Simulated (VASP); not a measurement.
# BN (I-4m2) in VASP: a series of runs

Aim: see how the results for BN move with the level of theory and the settings. Levels: r2SCAN, HSE06. Tasks: single point.

All numbers are computed with VASP 6.6.1; they aren't measurements. Logs are shortened: lines on timing, memory, paths and dates and some standing lists are left out, and cuts for length are marked.

### 1 The cell of the first run

Symmetry: I-4m2, No. 119, tetragonal system. The conventional cell has a = 2.552 Å, b = 2.552 Å, c = 3.646 Å, α = 90.00°, β = 90.00°, γ = 90.00°. B (site symmetry -4m2) has 4 N at 1.57 Å within 2.1 Å. N (site symmetry -4m2) has 4 B at 1.57 Å within 2.1 Å.

### 2 Single point, r2SCAN (uniaxial z strain +1.0%)

Contents of POSCAR:

```
BN
1.0
    0.0000000000      1.8048254650      1.8228737197
    1.8048254650      0.0000000000      1.8228737197
    1.8048254650      1.8048254650      0.0000000000
B N
1 1
Direct
    0.0000000000      0.0000000000      0.0000000000
    0.2500000000      0.2500000000      0.2500000000
```

Contents of INCAR.step1:

```
ALGO = Normal
EDIFF = 1E-4
ENCUT = 520
GGA = PE
ISMEAR = 0
LASPH = True
LCHARG = False
LREAL = False
LWAVE = True
NBANDS = 11
NELM = 100
PREC = Accurate
SIGMA = 0.01
```

Contents of INCAR.step2:

```
ALGO = Normal
EDIFF = 1E-6
ENCUT = 520
ISIF = 2
ISMEAR = 0
ISTART = 1
LASPH = True
LCHARG = False
LMIXTAU = True
LREAL = False
LWAVE = False
METAGGA = R2SCAN
NBANDS = 11
NELM = 100
PREC = Accurate
SIGMA = 0.01
```

Contents of KPOINTS:

```
k-points
0
Gamma
  12 12 12
```

Potentials or basis: VASP PAW PBE potentials, release 64 (B, N).

Run with:

```console
$ cat potpaw_PBE.64/B/POTCAR potpaw_PBE.64/N/POTCAR > POTCAR
$ cp INCAR.step1 INCAR
$ mpirun -np 1 vasp_std > vasp.out
$ cp INCAR.step2 INCAR
$ mpirun -np 1 vasp_std > vasp.out
```

OUTCAR:

```text
EDIFF = 1E-6
   ENCUT = 520
   ISIF = 2
   ISMEAR = 0
   ISTART = 1
   LASPH = True
   LREAL = False
   METAGGA = R2SCAN
   NELM = 100
   PREC = Accurate

 ion  position               nearest neighbor table
   1  0.000  0.000  0.000-   2 1.57   2 1.57   2 1.57   2 1.57
   2  0.250  0.250  0.250-   1 1.57   1 1.57   1 1.57   1 1.57

  LATTYP: Found a body centered tetragonal cell.
 ALAT       =     2.5524086503
 C/A-ratio  =     1.4283556980

  Lattice vectors:

 A1 = (  -1.8048254650,   0.0000000000,   1.8228737197)
 A2 = (   1.8048254650,   0.0000000000,   1.8228737197)
 A3 = (   0.0000000000,   1.8048254650,  -1.8228737197)

Analysis of symmetry for initial positions (statically):
=====================================================================
 Subroutine PRICEL returns:
 Original cell was already a primitive cell.

 Routine SETGRP: Setting up the symmetry group for a
 body centered tetragonal supercell.

 Subroutine GETGRP returns: Found  8 space group operations
 (whereof  8 operations were pure point group operations)
 out of a pool of 16 trial point group operations.

The static configuration has the point symmetry D_2d.

Analysis of symmetry for dynamics (positions and initial velocities):
=====================================================================
 Subroutine PRICEL returns:
 Original cell was already a primitive cell.

 Routine SETGRP: Setting up the symmetry group for a
 body centered tetragonal supercell.

 Subroutine GETGRP returns: Found  8 space group operations
 (whereof  8 operations were pure point group operations)
 out of a pool of 16 trial point group operations.

The dynamic configuration has the point symmetry D_2d.

 Subroutine INISYM returns: Found  8 space group operations
 (whereof  8 operations are pure point group operations),
 and found     1 'primitive' translations

----------------------------------------------------------------------------------------

                                     Primitive cell

  volume of cell :      11.8756

  direct lattice vectors                    reciprocal lattice vectors
     0.000000000  1.804825465  1.822873720    -0.277035098  0.277035098  0.274292176
     1.804825465  0.000000000  1.822873720     0.277035098 -0.277035098  0.274292176
     1.804825465  1.804825465  0.000000000     0.277035098  0.277035098 -0.274292176

  length of vectors
     2.565202440  2.565202440  2.552408650     0.478260483  0.478260483  0.478260483

[... 87 lines left out ...]
   ISYM   =      2    0-nonsym 1-usesym 2-fastsym
   POTIM  = 0.5000    time-step for ionic-motion
   TEBEG  =    0.0;   TEEND  =   0.0 temperature during run
   PSTRESS=    0.0 pullay stress
   NELECT =       8.0000    total number of electrons
   NUPDOWN=      -1.0000    fix difference up-down
   EMIN   =  10.00;   EMAX   =-10.00  energy-range for DOS
   EFERMI =   0.00;   METHOD = LEGACY
   ISMEAR =     0;   SIGMA  =   0.01  broadening in eV -4-tet -1-fermi 0-gaus
   EFERMI_NEDOS =   21; number of points for ismear=-14 and -15
   IALGO  =     38    algorithm
   IMIX   =      4    mixing-type and parameters
     AMIX     =   0.40;   BMIX     =  1.00
     AMIX_MAG =   1.60;   BMIX_MAG =  1.00
  volume/ion in A,a.u.               =       5.94        40.07
  Fermi-wavevector in a.u.,A,eV,Ry     =   1.435112  2.711969 28.021835  2.059547
  Thomas-Fermi vector in A             =   2.554446
   LORBIT       =      0    0 simple, 1 ext, 2 COOP (PROOUT), +10 PAW based schemes
   METAGGA = R2SCAN    functional components
   LHFCALC =     F    Hartree Fock is set to
   AEXX    =    0.0000 exact exchange contribution
   IVDW    =     0    specifies the selected vdW correction
   LEPSILON=     F    determine dielectric tensor
   LRPA    =     F    only Hartree local field effects (RPA)
 non-spin polarized calculation
 Gauss-broadening in eV      SIGMA  =   0.01
  energy-cutoff  :      520.00
  volume of cell :       11.88
 maximum number of plane-waves:       332
   NGX =  9   NGY =  9   NGZ =  9

 number of electron       7.9999999 magnetization

 Free energy of the ion-electron system (eV)
  ---------------------------------------------------
  ext. energy  EPLUGINS =         0.00000000
  ---------------------------------------------------
  free energy    TOTEN  =       -19.16968028 eV

  energy without entropy =      -19.16968028  energy(sigma->0) =      -19.16968028

 E-fermi :   7.2737     XC(G=0): -13.6172

 val. band max:        7.2089057085   @ k =   0.0000   0.0000   0.0000
 cond. band min:      12.0863644722   @ k =   0.5000   0.0000   0.5000
 fundamental gap:      4.8774587637
 Fermi energy:         7.2737223660

 k-point     1 :       0.0000    0.0000    0.0000
  band No.  band energies     occupation
      1     -14.0523      2.00000
      2       7.1074      2.00000
      3       7.2089      2.00000
      4       7.2089      2.00000
      5      16.6515      0.00000
      6      16.6515      0.00000
      7      16.7228      0.00000
      8      18.1419      0.00000
      9      33.1995      0.00000
     10      35.5732      0.00000
     11      36.1139      0.00000
[... 309 lines left out ...]
 k-point    24 :      -0.4167    0.1667    0.0000
  band No.  band energies     occupation
      1      -9.4069      2.00000
      2      -3.1578      2.00000
      3       2.8074      2.00000
      4       4.6129      2.00000
      5      17.2708      0.00000
      6      20.0307      0.00000
      7      20.2724      0.00000
      8      23.9069      0.00000
      9      29.5458      0.00000
     10      33.6876      0.00000
     11      35.2808      0.00000

 [... further k-points ...]

------------------------ aborting loop because EDIFF is reached ----------------------------------------

  FORCE on cell =-STRESS in cart. coord.  units (eV):
  Direction    XX          YY          ZZ          XY          YZ          ZX
  --------------------------------------------------------------------------------------
  -------------------------------------------------------------------------------------
  Total       -0.0423675     -0.0423675     -0.5208582      0.0000000      0.0000000      0.0000000
  in kB       -5.7159175     -5.7159175    -70.2705011      0.0000000      0.0000000      0.0000000
  external PRESSURE =     -27.2341120 kB  Pullay stress =       0.0000000 kB

 VOLUME and BASIS-vectors are now :
 -----------------------------------------------------------------------------
  energy-cutoff  :      520.00
  volume of cell :       11.88
      direct lattice vectors                 reciprocal lattice vectors
     0.000000000  1.804825465  1.822873720    -0.277035098  0.277035098  0.274292176
     1.804825465  0.000000000  1.822873720     0.277035098 -0.277035098  0.274292176
     1.804825465  1.804825465  0.000000000     0.277035098  0.277035098 -0.274292176

 POSITION                                       TOTAL-FORCE (eV/Angst)
 -----------------------------------------------------------------------------------
      0.00000      0.00000      0.00000         0.000000     -0.000000      0.000000
      0.90241      0.90241      0.91144        -0.000000      0.000000     -0.000000
 -----------------------------------------------------------------------------------
    total drift:                               -0.000000     -0.000000      0.000001

  FREE ENERGIE OF THE ION-ELECTRON SYSTEM (eV)
  ---------------------------------------------------
  free  energy   TOTEN  =       -19.1696802766 eV

  energy  without entropy=      -19.1696802766  energy(sigma->0) =      -19.16968028
```

OUTCAR.step1:

```text
EDIFF = 1E-4
   ENCUT = 520
   GGA = PE
   ISMEAR = 0
   LASPH = True
[... 557 lines left out ...]
 -----------------------------------------------------------------------------------
      0.00000      0.00000      0.00000         0.000000      0.000000     -0.000000
      0.90241      0.90241      0.91144        -0.000000     -0.000000      0.000000
 -----------------------------------------------------------------------------------
    total drift:                               -0.000000     -0.000000      0.000000

  FREE ENERGIE OF THE ION-ELECTRON SYSTEM (eV)
  ---------------------------------------------------
  free  energy   TOTEN  =       -17.4492990007 eV

  energy  without entropy=      -17.4492990007  energy(sigma->0) =      -17.44929900
```

OSZICAR.step1:

```text
N       E                     dE             d eps       ncg     rms          rms(c)
DAV:   1     0.107620692025E+02    0.10762E+02   -0.50600E+03  3682   0.728E+02
DAV:   2    -0.178731715057E+02   -0.28635E+02   -0.27611E+02  4281   0.166E+02
DAV:   3    -0.184052772848E+02   -0.53211E+00   -0.53116E+00  4234   0.193E+01
DAV:   4    -0.184059057041E+02   -0.62842E-03   -0.62841E-03  3823   0.742E-01
DAV:   5    -0.184059062785E+02   -0.57448E-06   -0.57447E-06  3886   0.223E-02    0.667E+00
DAV:   6    -0.175333956872E+02    0.87251E+00   -0.29444E+00  3778   0.988E+00    0.325E+00
DAV:   7    -0.174631889214E+02    0.70207E-01   -0.10156E-01  3997   0.264E+00    0.192E+00
DAV:   8    -0.174490383027E+02    0.14151E-01   -0.35319E-02  3960   0.136E+00    0.190E-01
DAV:   9    -0.174492110135E+02   -0.17271E-03   -0.97486E-04  3802   0.258E-01    0.831E-02
DAV:  10    -0.174492990007E+02   -0.87987E-04   -0.12293E-04  3894   0.947E-02
   1 F= -.17449299E+02 E0= -.17449299E+02  d E =-.507798E-51
```

Run time: 1.8 min. Hardware: 1 thread of Intel Xeon 8259CL, shared host; peak memory 0.14 GiB.

What came out:

| Property | Result |
| --- | --- |
| Free energy | -19.1697 eV |
| Pressure | -2.7 GPa |
| Band gap on the k mesh | 4.88 eV (least direct gap 9.44 eV) |

Levels at points of the mesh, in eV from the valence-band top:
```tsv
k point	band 1	band 2	band 3	band 4	band 5	band 6	band 7	band 8	band 9
(0.00, 0.00, 0.00)	-21.26	-0.10	0.00	0.00	9.44	9.44	9.51	10.93	25.99
(0.50, 0.00, 0.00)	-16.99	-11.07	-2.12	-1.96	10.63	11.39	11.46	16.31	24.75
(0.50, 0.50, 0.00)	-15.66	-9.41	-5.01	-5.01	5.05	9.91	19.12	19.12	21.92
(0.50, 0.00, 0.50)	-15.54	-9.27	-5.15	-5.15	4.88	9.67	19.06	19.22	22.13
```

Caveat: the cell differs from its parent crystal (uniaxial z strain +1.0%); the PAW data sets were made with another functional, which shifts forces and pressure a little. A k mesh can miss the band edges.

### 3 Single point, r2SCAN (uniaxial z strain +2.0%)

Contents of POSCAR:

```
BN
1.0
    0.0000000000      1.8048254650      1.8409219743
    1.8048254650      0.0000000000      1.8409219743
    1.8048254650      1.8048254650      0.0000000000
B N
1 1
Direct
    0.0000000000      0.0000000000      0.0000000000
    0.2500000000      0.2500000000      0.2500000000
```

Contents of INCAR.step1:

```
PREC     = Accurate       # precision mode
ENCUT    = 520            # plane-wave cutoff, eV
ISMEAR   = 0              # smearing method
SIGMA    = 0.01           # smearing width, eV
LREAL    = F              # projectors in reciprocal space
LASPH    = T              # aspherical terms in the spheres
NELM     = 80             # most SCF steps
NBANDS   = 11             # bands
GGA      = PE             # functional
ALGO     = Normal         # electronic algorithm
EDIFF    = 1E-4           # SCF threshold, eV
LWAVE    = T              # write WAVECAR
LCHARG   = F              # write CHGCAR
```

Contents of INCAR.step2:

```
PREC     = Accurate       # precision mode
ENCUT    = 520            # plane-wave cutoff, eV
EDIFF    = 1E-6           # SCF threshold, eV
ISMEAR   = 0              # smearing method
SIGMA    = 0.01           # smearing width, eV
LREAL    = F              # projectors in reciprocal space
LASPH    = T              # aspherical terms in the spheres
NELM     = 80             # most SCF steps
ALGO     = Normal         # electronic algorithm
ISIF     = 2              # what is computed and relaxed
LWAVE    = F              # write WAVECAR
LCHARG   = F              # write CHGCAR
METAGGA  = R2SCAN         # meta-GGA
LMIXTAU  = T            
NBANDS   = 11             # bands
ISTART   = 1
```

Contents of KPOINTS:

```
Automatic mesh
0
Gamma
  12 12 12
```

Potentials or basis: VASP PAW PBE potentials, release 64 (B, N).

Run with:

```console
$ cat potpaw_PBE.64/B/POTCAR potpaw_PBE.64/N/POTCAR > POTCAR
$ cp INCAR.step1 INCAR
$ mpirun -np 1 vasp_std > vasp.out
$ cp INCAR.step2 INCAR
$ mpirun -np 1 vasp_std > vasp.out
```

OUTCAR:

```text
PREC = Accurate
   ENCUT = 520
   EDIFF = 1E-6
   ISMEAR = 0
   LREAL = F
   LASPH = T
   NELM = 80
   ISIF = 2
   METAGGA = R2SCAN
   ISTART = 1

 ion  position               nearest neighbor table
   1  0.000  0.000  0.000-   2 1.57   2 1.57   2 1.57   2 1.57
   2  0.250  0.250  0.250-   1 1.57   1 1.57   1 1.57   1 1.57

  LATTYP: Found a body centered tetragonal cell.
 ALAT       =     2.5524086503
 C/A-ratio  =     1.4424978336

  Lattice vectors:

[... 520 lines left out ...]

 [... further k-points ...]

------------------------ aborting loop because EDIFF is reached ----------------------------------------

  FORCE on cell =-STRESS in cart. coord.  units (eV):
  Direction    XX          YY          ZZ          XY          YZ          ZX
  --------------------------------------------------------------------------------------
  -------------------------------------------------------------------------------------
  Total       -0.1584444     -0.1584444     -1.1243949      0.0000000     -0.0000000      0.0000000
  in kB      -21.1666240    -21.1666240   -150.2082032      0.0000000     -0.0000000      0.0000000
  external PRESSURE =     -64.1804837 kB  Pullay stress =       0.0000000 kB

 VOLUME and BASIS-vectors are now :
 -----------------------------------------------------------------------------
  energy-cutoff  :      520.00
  volume of cell :       11.99
      direct lattice vectors                 reciprocal lattice vectors
     0.000000000  1.804825465  1.840921974    -0.277035098  0.277035098  0.271603037
     1.804825465  0.000000000  1.840921974     0.277035098 -0.277035098  0.271603037
     1.804825465  1.804825465  0.000000000     0.277035098  0.277035098 -0.271603037

 POSITION                                       TOTAL-FORCE (eV/Angst)
 -----------------------------------------------------------------------------------
      0.00000      0.00000      0.00000         0.000000      0.000000      0.000000
      0.90241      0.90241      0.92046        -0.000000     -0.000000     -0.000000
 -----------------------------------------------------------------------------------
    total drift:                               -0.000000     -0.000000      0.000001

  FREE ENERGIE OF THE ION-ELECTRON SYSTEM (eV)
  ---------------------------------------------------
  free  energy   TOTEN  =       -19.1618728265 eV

  energy  without entropy=      -19.1618728265  energy(sigma->0) =      -19.16187283
```

Wall time 1.9 min (1 thread of Intel Xeon 8259CL, shared host); peak memory 0.14 GiB.

What came out:

* Free energy: -19.1619 eV
* Pressure: -6.4 GPa
* Band gap on the k mesh: 4.78 eV (least direct gap 9.34 eV)

Stress tensor (GPa, compression positive):
```
 -2.12   0.00   0.00
  0.00  -2.12   0.00
  0.00   0.00 -15.02
```

Levels at points of the mesh, in eV from the valence-band top:
```tsv
k point	band 2	band 3	band 4	band 5	band 6	band 7
(0.00, 0.00, 0.00)	-0.20	0.00	0.00	9.34	9.34	9.48
(0.50, 0.00, 0.00)	-11.01	-2.21	-1.89	10.36	11.35	11.43
(0.50, 0.50, 0.00)	-9.48	-4.90	-4.90	5.12	9.98	18.91
(0.50, 0.00, 0.50)	-9.19	-5.18	-5.17	4.78	9.50	18.79
```

Caveat: the cell differs from its parent crystal (uniaxial z strain +2.0%); the cell stands under tension; the PAW data sets were made with another functional, which shifts forces and pressure a little. A k mesh can miss the band edges.

(Part 1 of 2 ends here.)
